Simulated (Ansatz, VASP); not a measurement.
## Ca: VASP beside Ansatz

POSCAR

```
Ca
1.0
    0.0000000000      2.7835023068      2.7835023068
    2.7835023068      0.0000000000      2.7835023068
    2.7835023068      2.7835023068      0.0000000000
Ca
1
Direct
    0.0000000000      0.0000000000      0.0000000000
```

The input INCAR.step1:

```
SYSTEM = Ca
PREC = Accurate ; ENCUT = 520
ISMEAR = -1 ; SIGMA = 1.0
LREAL = .FALSE. ; LASPH = .TRUE.
NELM = 100 ; NBANDS = 11
GGA = PE ; ALGO = Normal
EDIFF = 1E-4 ; LWAVE = .TRUE.
LCHARG = .FALSE.
```

The input INCAR.step2:

```
SYSTEM = Ca
PREC = Accurate ; ENCUT = 520
EDIFF = 1E-7 ; ISMEAR = -1
SIGMA = 1.0 ; LREAL = .FALSE.
LASPH = .TRUE. ; NELM = 100
ALGO = Normal ; ISIF = 2
LWAVE = .FALSE. ; LCHARG = .FALSE.
METAGGA = R2SCAN ; LMIXTAU = .TRUE.
NBANDS = 11 ; ISTART = 1
```

File KPOINTS:

```
Automatic mesh
0
G
  10 10 10
  0 0 0
```

Input for Ansatz:

```yaml
crystal:
  lattice:
    - [0.0, 2.7835023068, 2.7835023068]
    - [2.7835023068, 0.0, 2.7835023068]
    - [2.7835023068, 2.7835023068, 0.0]
  atoms:
    - { symbol: Ca, position: [0.0, 0.0, 0.0] }
hamiltonian:
  xc: r2scan
  pseudopotentials:
    kind: paw
    azcp:
      Ca: "pseudopotentials/Ca.paw.azcp"
basis:
  ecutwfc: 500
  fft_grid_basis: typed
kpoints:
  mp_grid: { grid: [10, 10, 10], shift: [0, 0, 0] }
magnetization:
  spin_polarized: false
scf:
  occupations: { method: fermi_dirac, width: 1.0 }
  lower_state_search: "off"
output:
  stress: true
```

Alike in both runs: task single point; functional r2SCAN; k mesh 10 × 10 × 10; occupations fermi-dirac, width 1 eV; no spin polarisation.

|  | VASP | Ansatz |
| --- | --- | --- |
| version | VASP 6.6.1 | Ansatz 0.2.0 |
| potentials or method | VASP PAW PBE potentials, release 64 (Ca_sv), cutoff 520 eV | plane waves (500 eV) with PAW, scalar-relativistic |
| valence electrons in the cell | 10 | 10 |

|  | VASP | Ansatz | Ansatz less VASP |
| --- | --- | --- | --- |
| pressure (GPa) | 1.6 | 1.5 | -0.03 |

VASP's potentials were made for PBE, not for r2SCAN.
